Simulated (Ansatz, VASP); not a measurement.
**Two plane-wave programs on Ge**

```
Ge
1.0
     1.41811   -2.63952    0.00000
     1.41811    2.63952    0.00000
     0.00000    0.00000    2.69823
Ge
1
Direct
  0.50000 0.50000 0.00000
```

Change from the starting cell: strain +0.015 along x and y, +0.000 along z, atoms carried along.

Alike in both runs: task single point; functional r2SCAN; k mesh 20 × 20 × 18; occupations gaussian, width 0.15 eV; no spin polarisation.

```csv
,VASP,Ansatz
version,VASP 6.6.1,Ansatz 0.2.0
potentials or method,"VASP PAW PBE potentials, release 64 (Ge_d), cutoff 520 eV","scalar-relativistic, plane waves, PAW"
valence electrons in the cell,14,14
```

|  | VASP | Ansatz | Ansatz less VASP |
| --- | --- | --- | --- |
| gap on the k mesh at the Fermi level (eV) | none | none | - |
| pressure (GPa) | -4.9 | -4.8 | +0.14 |
| traceless stress, the component that is largest in VASP (GPa) | 1.30 | 1.30 | +0.002 |

VASP's potentials were made for PBE, not for r2SCAN. A gap of «none» marks a metal or a gap that the smearing closes.
